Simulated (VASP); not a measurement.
Here is a VASP 6.6.1 calculation.

Contents of INCAR:

```
SYSTEM = MgS
PREC = Accurate
ENCUT = 520
EDIFF = 1E-6
ISMEAR = 0
SIGMA = 0.01
LREAL = .FALSE.
LASPH = .TRUE.
NELM = 80
ALGO = Normal
ISIF = 2
LWAVE = .FALSE.
LCHARG = .TRUE.
GGA = PS
LELF = .TRUE.
LVHAR = .TRUE.
NBANDS = 11
```

File KPOINTS:

```
regular mesh
0
G
  6 6 6
  0 0 0
```

Contents of POSCAR:

```
MgS
1.0
    0.0000000000      2.6015179370      2.6015179370
    2.6015179370      0.0000000000      2.6015179370
    2.6015179370      2.6015179370      0.0000000000
Mg S
1 1
Direct
    0.0000000000      0.0000000000      0.0000000000
    0.5000000000      0.5000000000      0.5000000000
```

Potentials or basis: VASP PAW PBE potentials, release 64 (Mg, S).

Command:

```console
$ cat potpaw_PBE.64/Mg/POTCAR potpaw_PBE.64/S/POTCAR > POTCAR
$ mpirun -np 1 vasp_std > vasp.out
```

Question: What does it give for the pressure?

Answer: -1.1 GPa.

Question: Predict the band gap on the k mesh.

Answer: 2.70 eV, indirect (least direct gap 3.59 eV).

Caveat: the PAW data sets were made with another functional, which shifts forces and pressure a little. A k mesh can miss the band edges.
